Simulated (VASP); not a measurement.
Set up this calculation in VASP 6.6.1, as the native input.

```
Task                   : single point
Functional             : r2SCAN
Potentials or basis    : VASP PAW PBE potentials, release 64 (Hf_pv, O)
Cutoff                 : 520 eV
k mesh                 : 8 × 8 × 8
Occupations            : gaussian, width 0.05 eV
Spin                   : no spin polarisation
Dipole correction      : no
Further INCAR settings : ALGO = Normal; EDIFF = 1e-06; NBANDS = 18
```

Crystal: HfO2.

```
Hf O
1.0
     0.00000    2.55750    2.55750
     2.55750    0.00000    2.55750
     2.55750    2.55750    0.00000
Hf O
1 2
Direct
  0.99949 0.99949 0.99949
  0.25282 0.25282 0.25282
  0.75282 0.75282 0.75282
```

This cell differs from its parent crystal: mode 4 (202.9 1/cm) frozen in, largest displacement +0.025 Å.

One way to write it, as run:

POSCAR

```
HfO2
1.0
    0.0000000000      2.5575000000      2.5575000000
    2.5575000000      0.0000000000      2.5575000000
    2.5575000000      2.5575000000      0.0000000000
Hf O
1 2
Direct
   -0.0005058801     -0.0005058801     -0.0005058801
    0.2528218488      0.2528218488      0.2528218488
    0.7528218488      0.7528218488      0.7528218488
```

INCAR.step1

```
SYSTEM = HfO2
ALGO = Normal
EDIFF = 1E-4
ENCUT = 520
GGA = PE
ISMEAR = 0
LASPH = .True.
LCHARG = .False.
LREAL = .False.
LWAVE = .True.
NBANDS = 18
NELM = 60
PREC = Accurate
SIGMA = 0.05
```

INCAR.step2

```
SYSTEM = HfO2
ALGO = Normal
EDIFF = 1E-6
ENCUT = 520
ISIF = 2
ISMEAR = 0
ISTART = 1
LASPH = .True.
LCHARG = .True.
LELF = .True.
LMIXTAU = .True.
LREAL = .False.
LVHAR = .True.
LWAVE = .False.
METAGGA = R2SCAN
NBANDS = 18
NELM = 60
PREC = Accurate
SIGMA = 0.05
```

KPOINTS

```
k-points
0
Gamma
  8 8 8
  0 0 0
```

Potentials or basis: VASP PAW PBE potentials, release 64 (Hf_pv, O).

Command:

```console
$ cat potpaw_PBE.64/Hf_pv/POTCAR potpaw_PBE.64/O/POTCAR > POTCAR
$ cp INCAR.step1 INCAR
$ mpirun -np 1 vasp_std > vasp.out
$ cp INCAR.step2 INCAR
$ mpirun -np 1 vasp_std > vasp.out
```

Results of the run:

```
Pressure               : -11.9 GPa
Largest force          : 0.105 eV/Å
Band gap on the k mesh : 4.22 eV, direct
```

Caveat: the cell differs from its parent crystal (mode 4 (202.9 1/cm) frozen in, largest displacement +0.025 Å); the PAW data sets were made with another functional, which shifts forces and pressure a little; spin-orbit coupling is left out, which moves the levels of the heavy elements.

Wall time 71 s on 1 thread of Intel(R) Xeon(R) 6975P-C (Granite Rapids), with other jobs on the host, peak memory 0.18 GiB.
